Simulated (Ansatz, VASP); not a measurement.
**Two plane-wave programs on CaSe**

File INCAR:

```
SYSTEM = CaSe
PREC = Accurate ; ENCUT = 520
EDIFF = 1E-6 ; ISMEAR = 0
SIGMA = 0.01 ; LREAL = .False.
LASPH = .True. ; NELM = 150
ALGO = Normal ; ISIF = 2
LWAVE = .False. ; LCHARG = .False.
LNONCOLLINEAR = .True. ; MAGMOM = 0 0 0 0 0 0 0 0 0 0 0 0
LORBIT = 11 ; LSORBIT = .True.
GGA_COMPAT = .False. ; LORBMOM = .True.
GGA = PE ; NBANDS = 46
```

Contents of KPOINTS:

```
regular mesh
0
Gamma
  6 6 2
  0 0 0
```

POSCAR

```
CaSe
1.0
    4.1316821780      0.0000000000      0.0000000000
   -2.0658410890      3.5781417265      0.0000000000
    0.0000000000      0.0000000000      7.1625032105
Ca Se
2 2
Direct
    0.0000000000      0.0000000000      0.0000000000
    0.0000000000      0.0000000000      0.5000000000
    0.3333333333      0.6666666667      0.2500000000
    0.6666666667      0.3333333333      0.7500000000
```

Input for Ansatz:

```yaml
crystal:
  lattice:
    - [4.131682178, 0.0, 0.0]
    - [-2.065841089, 3.5781417265, 0.0]
    - [0.0, 0.0, 7.1625032105]
  atoms:
    - { symbol: Ca, position: [0.0, 0.0, 0.0] }
    - { symbol: Ca, position: [0.0, 0.0, 0.5] }
    - { symbol: Se, position: [0.3333333333, 0.6666666667, 0.25] }
    - { symbol: Se, position: [0.6666666667, 0.3333333333, 0.75] }
kpoints:
  mp_grid: { grid: [6, 6, 2] }
hamiltonian:
  xc: pbe
scf:
  occupations: { method: fixed }
  n_extra_bands: 32
magnetization:
  noncollinear: true
  spin_orbit: true
output:
  optics: { e_range: [0, 14], de: 0.05, sigma: 0.1, bands: scf }
```

Alike in both runs: task single point; functional PBE; k mesh 6 × 6 × 2; non-collinear spin, spin-orbit coupling.

|  | VASP | Ansatz |
| --- | --- | --- |
| version | VASP 6.6.1 | Ansatz 0.2.0 |
| potentials or method | VASP PAW PBE potentials, release 64 (Ca_sv, Se) | plane waves, PAW |
| plane-wave cutoff (eV) | 520 | 420 |
| occupations | gaussian, width 0.01 eV | fixed |
| valence electrons in the cell | 32 | 52 |

```tsv
	VASP	Ansatz	Ansatz less VASP
net moment per atom (μB)	0.00	0.00	0.000
```

VASP's potentials hold 32 valence electrons a cell and Ansatz's 52, so a difference there can come from the potentials and not from the codes. Ansatz's warnings: optics gap not shown off mesh.

The k mesh is coarse, so the values compare programs but aren't converged.
